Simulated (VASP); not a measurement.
TaN:

```
Ta N
1.0
     0.00000    2.17900    2.17900
     2.17900    0.00000    2.17900
     2.17900    2.17900    0.00000
Ta N
1 1
Direct
  0.50000 0.50000 0.50000
  0.00000 0.00000 0.00000
```

| Property | Result |
| --- | --- |
| Program | VASP 6.6.1 |
| Task | relaxation of cell and atoms |
| Functional | PBE |
| Dispersion | D3(BJ) |
| Potentials or basis | VASP PAW PBE potentials, release 64 (Ta_pv, N) |
| Cutoff | 600 eV |
| k mesh | 16 × 16 × 16 |
| Occupations | gaussian, width 0.1 eV |
| Spin | no spin polarisation |

At the start: pressure 7.6 GPa; volume 10.35 Å³/atom.

**Question.** How do energy, volume and symmetry change on relaxing?

**Answer.** Over 4 steps the energy falls by 5.1 meV/atom and the volume is 10.56 Å³/atom (+2.1 %); space group Fm-3m (No. 225, to 0.05 Å).

Step by step:
```tsv
step	energy change (eV)	largest force (eV/Å)	pressure (GPa)	volume (Å³)
1	0.0000	0.0000	7.62	20.69
2	0.0438	0.0000	-15.38	22.20
3	-0.0102	0.0000	-0.10	21.14
4	-0.0102	0.0000	0.03	21.13
```

Final structure:
```xyz
2
Lattice="0.0000 2.1941 2.1941 2.1941 0.0000 2.1941 2.1941 2.1941 0.0000" Properties=species:S:1:pos:R:3 pbc="T T T"
Ta    2.1941    2.1941    2.1941
N     0.0000    0.0000    0.0000
```

Caveat: pairwise dispersion overbinds metals, which lowers pressure and volume.
